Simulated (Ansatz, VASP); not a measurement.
# SnW in VASP and in Ansatz

INCAR

```
SYSTEM = SnW
PREC = Accurate
ENCUT = 600
EDIFF = 1E-6
ISMEAR = 0
SIGMA = 0.1
LREAL = .FALSE.
LASPH = .TRUE.
NELM = 60
ALGO = Fast
ISIF = 3
LWAVE = .FALSE.
LCHARG = .FALSE.
GGA = PE
IBRION = 2
NSW = 100
EDIFFG = -0.01
```

The input KPOINTS:

```
regular mesh
0
G
  12 12 12
  0 0 0
```

Contents of POSCAR:

```
SnW
1.0
    0.0000000000      3.3761795688      3.3761795688
    3.3761795688      0.0000000000      3.3761795688
    3.3761795688      3.3761795688      0.0000000000
Sn W
2 2
Direct
    0.0000000000      0.0000000000      0.0000000000
    0.2500000000      0.2500000000      0.2500000000
    0.5000000000      0.5000000000      0.5000000000
    0.7500000000      0.7500000000      0.7500000000
```

Input for Ansatz:

```yaml
crystal:
  lattice:
    - [0.0, 3.3761795688, 3.3761795688]
    - [3.3761795688, 0.0, 3.3761795688]
    - [3.3761795688, 3.3761795688, 0.0]
  atoms:
    - { symbol: Sn, position: [0.0, 0.0, 0.0] }
    - { symbol: Sn, position: [0.25, 0.25, 0.25] }
    - { symbol: W, position: [0.5, 0.5, 0.5] }
    - { symbol: W, position: [0.75, 0.75, 0.75] }
basis:
  ecutwfc: 420
kpoints:
  mp_grid: { grid: [12, 12, 12] }
hamiltonian:
  xc: pbe
scf:
  occupations: { method: gaussian, width: 0.1 }
output:
  forces: true
  stress: true
  eigenvalues: true
relax:
  adjacent_minimum: "off"
  f_tol: 0.01
  max_steps: 80
  cell: { stress_tol: 0.05 }
```

Alike in both runs: task relaxation of cell and atoms; functional PBE; k mesh 12 × 12 × 12; occupations gaussian, width 0.1 eV; no spin polarisation.

|  | VASP | Ansatz |
| --- | --- | --- |
| version | VASP 6.6.1 | Ansatz 0.2.0 |
| potentials or method | VASP PAW PBE potentials, release 64 (Sn_d, W_sv), cutoff 600 eV | scalar-relativistic, plane waves, PAW |
| valence electrons in the cell | 56 | 56 |

VASP gave:

```
gap on the k mesh at the Fermi level, each at its own relaxed structure (eV) : none
relaxed volume (Å³/atom)                                                     : 19.26
relaxed cell length with the largest relative difference (Å)                 : 4.776
```

**Question.** Which values does Ansatz return?

**Answer.** gap on the k mesh at the Fermi level, each at its own relaxed structure (eV): none; relaxed volume (Å³/atom): 19.25; relaxed cell length with the largest relative difference (Å): 4.775.

A gap of «none» marks a metal or a gap that the smearing closes.

Neither program's run includes spin-orbit coupling.
